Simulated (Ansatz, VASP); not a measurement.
## One calculation of Y, two programs

```
CELL_PARAMETERS angstrom
3.67568 0.00000 0.00000
-1.83784 3.18323 0.00000
0.00000 0.00000 5.78546
ATOMIC_POSITIONS crystal
Y 0.33333 0.66667 0.25000
Y 0.66667 0.33333 0.75000
```

Change from the starting cell: volume scaled by 1.02, PAW files.

Alike in both runs: task electric field gradients; functional PBE; k mesh 12 × 12 × 7; occupations fermi-dirac, width 0.08 eV; no spin polarisation.

|  | VASP | Ansatz |
| --- | --- | --- |
| version | VASP 6.6.1 | Ansatz 0.2.0 |
| potentials or method | VASP PAW PBE potentials, release 64 (Y_sv) | PAW with Ansatz's default frozen-core files, scalar-relativistic |
| plane-wave cutoff (eV) | 520 | 420 |
| valence electrons in the cell | 22 | 22 |

Ansatz gave:

| Item | Value |
| --- | --- |
| pressure (GPa) | -1.1 |
| traceless stress, the component that is largest in VASP (GPa) | -0.35 |
| size of Vzz on the site where it differs most (V/Å²) | 26.0 |

Estimate VASP's values.

pressure (GPa): -1.2; traceless stress, the component that is largest in VASP (GPa): -0.35; size of Vzz on the site where it differs most (V/Å²): 24.7.

With one functional, cell and mesh, what is left measures potentials, basis and numerics.
